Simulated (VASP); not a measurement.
# AlGaN2 (P-4m2) in VASP: notebook

AlGaN2 is run at these levels: LDA; tasks: single point.

All numbers are computed with VASP 6.6.1; they aren't measurements. Logs are shortened: lines on timing, memory, paths and dates and some standing lists are left out, and cuts for length are marked.

## Step 1: The cell of the first run

The structure is tetragonal, space group P-4m2 (No. 115). Conventional cell: a = 3.193 Å, b = 3.193 Å, c = 4.165 Å, α = 90.00°, β = 90.00°, γ = 90.00°. Al (site symmetry -4m2) has 4 N at 1.88 Å within 2.5 Å. Within 2.6 Å of Ga (site symmetry -4m2) lie 4 N at 1.93 Å. N (site symmetry 2mm) has 2 Al at 1.88 Å and 2 Ga at 1.93 Å within 2.5 Å.

## Step 2: Single point, LDA (strain +0.025 along x and y, -0.050 along z)

Input file INCAR:

```
ALGO = Normal
EDIFF = 1E-7
ENCUT = 520
ISIF = 2
ISMEAR = 0
LASPH = True
LCHARG = True
LELF = True
LREAL = False
LVHAR = True
LWAVE = False
NBANDS = 21
NELM = 80
PREC = Accurate
SIGMA = 0.05
```

Input file KPOINTS:

```
k-points
0
Gamma
  8 8 6
```

Input file POSCAR:

```
AlGaN2
1.0
    3.1931686309      0.0000000000      0.0000000000
    0.0000000000      3.1931686309      0.0000000000
    0.0000000000      0.0000000000      4.1651136599
Al Ga N
1 1 2
Direct
    0.5000000000      0.5000000000      0.5000000000
    0.0000000000      0.0000000000      0.0000000000
    0.5000000000      0.0000000000      0.7400513246
    0.0000000000      0.5000000000      0.2599486754
```

Potentials or basis: VASP PAW LDA potentials, release 64 (Al, Ga_d, N).

On the command line:

```
> cat potpaw_LDA.64/Al/POTCAR potpaw_LDA.64/Ga_d/POTCAR potpaw_LDA.64/N/POTCAR > POTCAR
> mpirun -np 1 vasp_std > vasp.out
```

OUTCAR:

```text
EDIFF = 1E-7
   ENCUT = 520
   ISIF = 2
   ISMEAR = 0
   LASPH = True
   LREAL = False
   NELM = 80
   PREC = Accurate

 ion  position               nearest neighbor table
   1  0.500  0.500  0.500-   3 1.88   4 1.88   3 1.88   4 1.88   2 3.07   2 3.07   2 3.07   2 3.07
                             2 3.07   2 3.07   2 3.07   2 3.07
   2  0.000  0.000  0.000-   3 1.93   4 1.93   4 1.93   3 1.93   1 3.07   1 3.07   1 3.07   1 3.07
                             1 3.07   1 3.07   1 3.07   1 3.07
   3  0.500  0.000  0.740-   1 1.88   1 1.88   2 1.93   2 1.93
   4  0.000  0.500  0.260-   1 1.88   1 1.88   2 1.93   2 1.93

  LATTYP: Found a simple tetragonal cell.
 ALAT       =     3.1931686309
 C/A-ratio  =     1.3043826184

  Lattice vectors:

 A1 = (   3.1931686309,   0.0000000000,   0.0000000000)
 A2 = (   0.0000000000,   3.1931686309,   0.0000000000)
 A3 = (   0.0000000000,   0.0000000000,   4.1651136599)

Analysis of symmetry for initial positions (statically):
=====================================================================
 Subroutine PRICEL returns:
 Original cell was already a primitive cell.

 Routine SETGRP: Setting up the symmetry group for a
 simple tetragonal supercell.

 Subroutine GETGRP returns: Found  8 space group operations
 (whereof  8 operations were pure point group operations)
 out of a pool of 16 trial point group operations.

The static configuration has the point symmetry D_2d.

Analysis of symmetry for dynamics (positions and initial velocities):
=====================================================================
 Subroutine PRICEL returns:
 Original cell was already a primitive cell.

 Routine SETGRP: Setting up the symmetry group for a
 simple tetragonal supercell.

 Subroutine GETGRP returns: Found  8 space group operations
 (whereof  8 operations were pure point group operations)
 out of a pool of 16 trial point group operations.

The dynamic configuration has the point symmetry D_2d.

 Subroutine INISYM returns: Found  8 space group operations
 (whereof  8 operations are pure point group operations),
 and found     1 'primitive' translations

----------------------------------------------------------------------------------------

                                     Primitive cell

  volume of cell :      42.4689

  direct lattice vectors                    reciprocal lattice vectors
     3.193168631  0.000000000  0.000000000     0.313168553  0.000000000  0.000000000
     0.000000000  3.193168631  0.000000000     0.000000000  0.313168553  0.000000000
     0.000000000  0.000000000  4.165113660     0.000000000  0.000000000  0.240089487

  length of vectors
     3.193168631  3.193168631  4.165113660     0.313168553  0.313168553  0.240089487

  position of ions in fractional coordinates (direct lattice)
     0.500000000  0.500000000  0.500000000
     0.000000000  0.000000000  0.000000000
     0.500000000  0.000000000  0.740051325
     0.000000000  0.500000000  0.259948675

  ion indices of the primitive-cell ions
   primitive index   ion index
                 1           1
                 2           2
                 3           3
                 4           4

----------------------------------------------------------------------------------------

 KPOINTS: k-points

Automatic generation of k-mesh.
 Grid dimensions read from file:
 generate k-points for:    8    8    6

 Generating k-lattice:

  Cartesian coordinates                     Fractional coordinates (reciprocal lattice)
     0.039146069  0.000000000  0.000000000     0.125000000  0.000000000  0.000000000
     0.000000000  0.039146069  0.000000000     0.000000000  0.125000000  0.000000000
     0.000000000  0.000000000  0.040014914     0.000000000  0.000000000  0.166666667

  Length of vectors
     0.039146069  0.039146069  0.040014914

  Shift w.r.t. Gamma in fractional coordinates (k-lattice)
     0.000000000  0.000000000  0.000000000

 Subroutine IBZKPT returns following result:
 ===========================================

 Found     60 irreducible k-points:

 Following reciprocal coordinates:
            Coordinates               Weight
  0.000000  0.000000  0.000000      1.000000
  0.125000  0.000000  0.000000      4.000000
  0.250000  0.000000  0.000000      4.000000
  0.375000  0.000000  0.000000      4.000000
  0.500000  0.000000  0.000000      2.000000
  0.125000  0.125000  0.000000      4.000000
[... 16 lines left out ...]
  0.375000  0.125000  0.166667     16.000000
  0.500000  0.125000  0.166667      8.000000
 [... further k-points ...]
   k-points           NKPTS =     60   k-points in BZ     NKDIM =     60   number of bands    NBANDS=     21
   number of dos      NEDOS =    301   number of ions     NIONS =      4
   total plane-waves  NPLWV =  18432
   dimension x,y,z NGX =    24 NGY =   24 NGZ =   32
   dimension x,y,z NGXF=    48 NGYF=   48 NGZF=   64
   ions per type =               1   1   2
   NGX,Y,Z   is equivalent  to a cutoff of  12.50, 12.50, 12.77 a.u.
   NGXF,Y,Z  is equivalent  to a cutoff of  24.99, 24.99, 25.54 a.u.
 SYSTEM =  unknown system
   PREC   = accura    normal or accurate (medium, high low for compatibility)
   ISTART =      0    job   : 0-new  1-cont  2-samecut
   ICHARG =      2    charge: 1-file 2-atom 10-const
   ISPIN  =      1    spin polarized calculation?
   LNONCOLLINEAR =      F non collinear calculations
   LSORBIT =      F    spin-orbit coupling
   LASPH  =      T    aspherical Exc in radial PAW
   ENCUT  =  520.0 eV  38.22 Ry    6.18 a.u.   5.94  5.94  7.74*2*pi/ulx,y,z
   NELM   =     80;   NELMIN=  2; NELMDL= -5     # of ELM steps
   EDIFF  = 0.1E-06   stopping-criterion for ELM
   LREAL  =      F    real-space projection
   EDIFFG = 0.1E-05   stopping-criterion for IOM
   NSW    =      0    number of steps for IOM
   IBRION =     -1    ionic relax: 0-MD 1-quasi-New 2-CG
   NFREE  =      0    steps in history (QN), initial steepest desc. (CG)
   ISIF   =      2    stress and relaxation
   ISYM   =      2    0-nonsym 1-usesym 2-fastsym
   POTIM  = 0.5000    time-step for ionic-motion
   TEBEG  =    0.0;   TEEND  =   0.0 temperature during run
   PSTRESS=    0.0 pullay stress
   NELECT =      26.0000    total number of electrons
   NUPDOWN=      -1.0000    fix difference up-down
   EMIN   =  10.00;   EMAX   =-10.00  energy-range for DOS
   EFERMI =   0.00;   METHOD = LEGACY
   ISMEAR =     0;   SIGMA  =   0.05  broadening in eV -4-tet -1-fermi 0-gaus
   EFERMI_NEDOS =   21; number of points for ismear=-14 and -15
   IALGO  =     38    algorithm
   IMIX   =      4    mixing-type and parameters
     AMIX     =   0.40;   BMIX     =  1.00
     AMIX_MAG =   1.60;   BMIX_MAG =  1.00
  volume/ion in A,a.u.               =      10.62        71.65
  Fermi-wavevector in a.u.,A,eV,Ry     =   1.390088  2.626886 26.291161  1.932346
  Thomas-Fermi vector in A             =   2.514057
   LORBIT       =      0    0 simple, 1 ext, 2 COOP (PROOUT), +10 PAW based schemes
   GGA     = CA    functional components
   LHFCALC =     F    Hartree Fock is set to
   AEXX    =    0.0000 exact exchange contribution
   IVDW    =     0    specifies the selected vdW correction
   LEPSILON=     F    determine dielectric tensor
   LRPA    =     F    only Hartree local field effects (RPA)
 non-spin polarized calculation
 Gauss-broadening in eV      SIGMA  =   0.05
  energy-cutoff  :      520.00
  volume of cell :       42.47
 maximum number of plane-waves:      1164
 NGX is ok and might be reduce to    24
   NGX = 11   NGY = 11   NGZ = 15

 number of electron      26.0000002 magnetization

 Free energy of the ion-electron system (eV)
  ---------------------------------------------------
  ext. energy  EPLUGINS =         0.00000000
  ---------------------------------------------------
  free energy    TOTEN  =       -30.25670060 eV

  energy without entropy =      -30.25670060  energy(sigma->0) =      -30.25670060

 E-fermi :   5.8770     XC(G=0): -11.8611

 val. band max:        5.6576099369   @ k =   0.0000   0.0000   0.0000
 cond. band min:       8.7505401671   @ k =   0.0000   0.0000   0.0000
 fundamental gap:      3.0929302301
 Fermi energy:         5.8769858485

 k-point     1 :       0.0000    0.0000    0.0000
  band No.  band energies     occupation
      1      -9.8765      2.00000
      2      -8.4192      2.00000
      3      -7.4296      2.00000
      4      -7.4296      2.00000
      5      -7.3793      2.00000
      6      -7.1837      2.00000
[... 13 lines left out ...]
     20      19.3340      0.00000
     21      20.2761      0.00000

 k-point     2 :       0.1250    0.0000    0.0000
  band No.  band energies     occupation
      1      -9.7421      2.00000
      2      -8.4177      2.00000
      3      -7.4278      2.00000
      4      -7.4271      2.00000
      5      -7.3615      2.00000
      6      -7.1950      2.00000
[... 13 lines left out ...]
     20      19.1155      0.00000
     21      19.7972      0.00000

 k-point     3 :       0.2500    0.0000    0.0000
  band No.  band energies     occupation
      1      -9.3817      2.00000
      2      -8.4280      2.00000
      3      -7.4211      2.00000
      4      -7.3950      2.00000
      5      -7.2920      2.00000
      6      -7.2221      2.00000
[... 13 lines left out ...]
     20      18.5070      0.00000
     21      18.7861      0.00000
[... 457 lines left out ...]
 k-point    23 :       0.3750    0.1250    0.1667
  band No.  band energies     occupation
      1      -8.8284      2.00000
      2      -8.4590      2.00000
      3      -7.4202      2.00000
      4      -7.3100      2.00000
      5      -7.2709      2.00000
      6      -6.9518      2.00000
[... 13 lines left out ...]
     20      17.9880      0.00000
     21      18.2333      0.00000

 k-point    24 :       0.5000    0.1250    0.1667
  band No.  band energies     occupation
      1      -8.6376      2.00000
      2      -8.5211      2.00000
      3      -7.4147      2.00000
      4      -7.2980      2.00000
      5      -7.2821      2.00000
      6      -6.5549      2.00000
[... 13 lines left out ...]
     20      17.7998      0.00000
     21      18.0043      0.00000

 [... further k-points ...]
[... 5 lines left out ...]
  --------------------------------------------------------------------------------------
  -------------------------------------------------------------------------------------
  Total       -0.5388760     -0.5388760      1.6045046      0.0000000      0.0000000      0.0000000
  in kB      -20.3296021    -20.3296021     60.5314369      0.0000000      0.0000000      0.0000000
  external PRESSURE =       6.6240776 kB  Pullay stress =       0.0000000 kB

 VOLUME and BASIS-vectors are now :
 -----------------------------------------------------------------------------
  energy-cutoff  :      520.00
  volume of cell :       42.47
      direct lattice vectors                 reciprocal lattice vectors
     3.193168631  0.000000000  0.000000000     0.313168553  0.000000000  0.000000000
     0.000000000  3.193168631  0.000000000     0.000000000  0.313168553  0.000000000
     0.000000000  0.000000000  4.165113660     0.000000000  0.000000000  0.240089487

 POSITION                                       TOTAL-FORCE (eV/Angst)
 -----------------------------------------------------------------------------------
      1.59658      1.59658      2.08256        -0.000000     -0.000000      0.000000
      0.00000      0.00000      0.00000        -0.000000      0.000000      0.000000
      1.59658      0.00000      3.08240        -0.000000     -0.000000     -0.161861
      0.00000      1.59658      1.08272         0.000000     -0.000000      0.161861
 -----------------------------------------------------------------------------------
    total drift:                                0.000000      0.000000      0.000000

  FREE ENERGIE OF THE ION-ELECTRON SYSTEM (eV)
  ---------------------------------------------------
  free  energy   TOTEN  =       -30.2567005977 eV

  energy  without entropy=      -30.2567005977  energy(sigma->0) =      -30.25670060
```

Run time: 13 s. Hardware: 1 thread of Intel Xeon 6975P-C (Granite Rapids), shared host; peak memory 0.17 GiB.

What came out:

| Property | Result |
| --- | --- |
| Free energy | -30.2567 eV |
| Pressure | 0.7 GPa |
| Largest force | 0.162 eV/Å |
| Band gap on the k mesh | 3.09 eV, direct |

Forces in eV/Å, atoms in the order of the input:
```
Al   0.000  0.000  0.000
Ga   0.000  0.000  0.000
N    0.000  0.000 -0.162
N    0.000  0.000  0.162
```

Levels at points of the mesh, in eV from the valence-band top:
```
           k point  band 9  band 10  band 11  band 12  band 13  band 14  band 15  band 16  band 17  band 18
(0.00, 0.00, 0.00)   -2.77    -2.77    -0.06    -0.06     0.00     3.09     3.29     6.78    11.36    11.42
(0.50, 0.00, 0.00)   -4.33    -2.71    -2.54    -1.26    -1.05     7.01     7.11     7.55     8.11    11.07
(0.50, 0.50, 0.00)   -5.25    -2.09    -2.09    -2.09    -2.07     3.46     3.46     6.93     9.04    12.24
(0.00, 0.00, 0.50)   -2.26    -1.84    -1.84    -1.25    -1.25     5.48     5.74     7.75     8.73    12.16
(0.50, 0.00, 0.50)   -6.32    -1.22    -0.86    -0.65    -0.25     5.26     6.51     9.26     9.57     9.66
(0.50, 0.50, 0.50)   -4.48    -4.13    -3.37    -3.37    -3.36     6.71     6.71     9.16    10.61    11.62
```

Caveat: the cell differs from its parent crystal (strain +0.025 along x and y, -0.050 along z).

## Step 3: Single point, LDA (strain +0.000 along x and y, +0.025 along z)

Input file INCAR:

```
ALGO = Normal ; EDIFF = 1E-6
ENCUT = 520 ; ISIF = 2
ISMEAR = 0 ; LASPH = True
LCHARG = False ; LREAL = False
LWAVE = False ; NBANDS = 21
NELM = 100 ; PREC = Accurate
SIGMA = 0.05
```

KPOINTS is that of step 2.

Input file POSCAR:

```
AlGaN2
1.0
    3.1152864692      0.0000000000      0.0000000000
    0.0000000000      3.1152864692      0.0000000000
    0.0000000000      0.0000000000      4.4939384225
Al Ga N
1 1 2
Direct
    0.5000000000      0.5000000000      0.5000000000
    0.0000000000      0.0000000000      0.0000000000
    0.5000000000      0.0000000000      0.7400513246
    0.0000000000      0.5000000000      0.2599486754
```

Potentials or basis: VASP PAW LDA potentials, release 64 (Al, Ga_d, N).

On the command line:

```
> cat potpaw_LDA.64/Al/POTCAR potpaw_LDA.64/Ga_d/POTCAR potpaw_LDA.64/N/POTCAR > POTCAR
> mpirun -np 1 vasp_std > vasp.out
```

Run time: 14 s. Hardware: 1 thread of Intel Xeon 6975P-C (Granite Rapids), shared host; peak memory 0.17 GiB.

Results (log left out):

| Quantity | Value |
| --- | --- |
| Free energy | -30.2977 eV |
| Pressure | -4.1 GPa |
| Largest force | 0.015 eV/Å |
| Band gap on the k mesh | 2.84 eV, direct |

Forces in eV/Å, atoms in the order of the input:
```
Al   0.000  0.000  0.000
Ga   0.000  0.000  0.000
N    0.000  0.000  0.015
N    0.000  0.000 -0.015
```

Stress tensor (GPa, compression positive):
```
-2.93  0.00  0.00
 0.00 -2.93  0.00
 0.00  0.00 -6.34
```

Levels at points of the mesh, in eV from the valence-band top:
| k point | band 9 | band 10 | band 11 | band 12 | band 13 | band 14 | band 15 | band 16 | band 17 | band 18 |
| --- | --- | --- | --- | --- | --- | --- | --- | --- | --- | --- |
| (0.00, 0.00, 0.00) | -2.25 | -2.25 | -0.32 | 0.00 | 0.00 | 2.84 | 3.52 | 7.67 | 11.04 | 11.04 |
| (0.50, 0.00, 0.00) | -4.53 | -3.10 | -3.05 | -0.92 | -0.63 | 7.05 | 7.10 | 8.07 | 8.39 | 9.79 |
| (0.50, 0.50, 0.00) | -4.95 | -2.41 | -2.38 | -2.38 | -2.36 | 3.16 | 3.16 | 6.03 | 8.48 | 12.38 |
| (0.00, 0.00, 0.50) | -2.68 | -1.51 | -1.51 | -0.96 | -0.96 | 5.15 | 5.23 | 7.81 | 9.21 | 10.97 |
| (0.50, 0.00, 0.50) | -6.27 | -0.98 | -0.90 | -0.77 | -0.52 | 5.07 | 6.44 | 9.04 | 9.34 | 10.06 |
| (0.50, 0.50, 0.50) | -4.39 | -4.02 | -3.30 | -3.29 | -3.29 | 5.93 | 5.93 | 8.66 | 10.57 | 10.57 |

Caveat: the cell differs from its parent crystal (strain +0.000 along x and y, +0.025 along z). A k mesh can miss the band edges.

## Step 4: Single point, LDA (strain +0.025 along x and y, -0.025 along z)

Input file INCAR:

```
SYSTEM = AlGaN2
PREC = Accurate ; ENCUT = 520
EDIFF = 1E-6 ; ISMEAR = 0
SIGMA = 0.05 ; LREAL = .FALSE.
LASPH = .TRUE. ; NELM = 80
ALGO = Normal ; ISIF = 2
LWAVE = .FALSE. ; LCHARG = .TRUE.
LELF = .TRUE. ; LVHAR = .TRUE.
NBANDS = 21
```

Input file KPOINTS:

```
Automatic mesh
0
G
  8 8 6
  0 0 0
```

Input file POSCAR:

```
AlGaN2
1.0
    3.1931686309      0.0000000000      0.0000000000
    0.0000000000      3.1931686309      0.0000000000
    0.0000000000      0.0000000000      4.2747219141
Al Ga N
1 1 2
Direct
    0.5000000000      0.5000000000      0.5000000000
    0.0000000000      0.0000000000      0.0000000000
    0.5000000000      0.0000000000      0.7400513246
    0.0000000000      0.5000000000      0.2599486754
```

On the command line:

```
> cat potpaw_LDA.64/Al/POTCAR potpaw_LDA.64/Ga_d/POTCAR potpaw_LDA.64/N/POTCAR > POTCAR
> mpirun -np 1 vasp_std > vasp.out
```

Wall time 13 s (1 thread of Intel Xeon 6975P-C (Granite Rapids), shared host); peak memory 0.17 GiB.

Results (log left out):

* Free energy: -30.2774 eV
* Pressure: -4.2 GPa
* Largest force: 0.105 eV/Å
* Band gap on the k mesh: 2.94 eV, direct

Forces in eV/Å, atoms in the order of the input:
```
Al   0.000  0.000  0.000
Ga   0.000  0.000  0.000
N    0.000  0.000 -0.105
N    0.000  0.000  0.105
```

Stress tensor (GPa, compression positive):
```
-6.19  0.00  0.00
 0.00 -6.19  0.00
 0.00  0.00 -0.26
```

Levels at points of the mesh, in eV from the valence-band top:
```tsv
k point	band 9	band 10	band 11	band 12	band 13	band 14	band 15	band 16	band 17	band 18
(0.00, 0.00, 0.00)	-2.54	-2.54	-0.02	0.00	0.00	2.94	3.37	6.96	11.19	11.21
(0.50, 0.00, 0.00)	-4.29	-2.71	-2.59	-1.11	-0.88	7.00	7.04	7.64	8.06	10.64
(0.50, 0.50, 0.00)	-5.07	-2.09	-2.08	-2.08	-2.07	3.41	3.41	6.61	8.86	12.17
(0.00, 0.00, 0.50)	-2.30	-1.67	-1.67	-1.11	-1.11	5.34	5.55	7.71	8.76	11.72
(0.50, 0.00, 0.50)	-6.16	-1.07	-0.71	-0.66	-0.33	5.15	6.46	9.13	9.42	9.76
(0.50, 0.50, 0.50)	-4.37	-3.97	-3.24	-3.22	-3.22	6.48	6.48	8.90	10.66	11.49
```

Caveat: the cell differs from its parent crystal (strain +0.025 along x and y, -0.025 along z).

[end of part 1 of 2]
